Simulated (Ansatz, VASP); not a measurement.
**One calculation of CaO, two programs**

Contents of INCAR:

```
SYSTEM = CaO
PREC = Accurate
ENCUT = 520
EDIFF = 1E-7
ISMEAR = 0
SIGMA = 0.01
LREAL = .FALSE.
LASPH = .TRUE.
NELM = 60
ALGO = Normal
ISIF = 2
LWAVE = .FALSE.
LCHARG = .FALSE.
NBANDS = 15
```

File KPOINTS:

```
Automatic mesh
0
G
  8 8 8
  0 0 0
```

Contents of POSCAR:

```
CaO
1.0
    0.0000000000      2.3975501188      2.3975501188
    2.3975501188      0.0000000000      2.3975501188
    2.3975501188      2.3975501188      0.0000000000
Ca O
1 1
Direct
    0.0000000000      0.0000000000      0.0000000000
    0.5000000000      0.5000000000      0.5000000000
```

Input for Ansatz:

```yaml
crystal:
  lattice:
    - [0.0, 2.3975501188, 2.3975501188]
    - [2.3975501188, 0.0, 2.3975501188]
    - [2.3975501188, 2.3975501188, 0.0]
  atoms:
    - { symbol: Ca, position: [0.0, 0.0, 0.0] }
    - { symbol: O, position: [0.5, 0.5, 0.5] }
kpoints:
  mp_grid: { grid: [8, 8, 8] }
hamiltonian:
  xc: lda
scf:
  occupations: { method: fixed }
output:
  optics: { e_range: [0, 17], de: 0.05, sigma: 0.1, bands: auto }
  write_density: true
  write_potential: true
  elf: true
  volumetric_format: npy
```

Alike in both runs: task single point; functional LDA; k mesh 8 × 8 × 8; no spin polarisation.

```csv
,VASP,Ansatz
version,VASP 6.6.1,Ansatz 0.2.0
potentials or method,"VASP PAW LDA potentials, release 64 (Ca_sv, O)","plane waves, PAW"
plane-wave cutoff (eV),520,420
occupations,"gaussian, width 0.01 eV",fixed
valence electrons in the cell,16,16
```

VASP gave:

| Quantity | Value |
| --- | --- |
| gap on the k mesh at the Fermi level (eV) | 3.46 |

Task: Estimate Ansatz's values.

Result: gap on the k mesh at the Fermi level (eV): 3.48.

LDA's correlation is that of Perdew and Zunger in VASP and of Perdew and Wang (1992) in Ansatz.
